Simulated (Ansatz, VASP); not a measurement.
# One calculation of Ba, two programs

```
CELL_PARAMETERS angstrom
4.08281 0.00000 0.00000
0.00000 4.08281 0.00000
0.00000 0.00000 4.08281
ATOMIC_POSITIONS crystal
Ba 0.00000 0.00000 0.00000
```

Alike in both runs: task single point; functional PBE; k mesh 4 × 4 × 4; occupations gaussian, width 0.1 eV; no spin polarisation.

|  | VASP | Ansatz |
| --- | --- | --- |
| version | VASP 6.6.1 | Ansatz 0.2.0 |
| potentials or method | VASP PAW PBE potentials, release 64 (Ba_sv), cutoff 520 eV | scalar-relativistic, plane waves, PAW |
| valence electrons in the cell | 10 | 10 |

|  | VASP | Ansatz | Ansatz less VASP |
| --- | --- | --- | --- |
| gap on the k mesh at the Fermi level (eV) | none | none | - |
| pressure (GPa) | -0.8 | -0.9 | -0.07 |

A gap of «none» marks a metal or a gap that the smearing closes.

The k mesh is coarse, so the values compare programs but aren't converged. Neither program's run includes spin-orbit coupling.
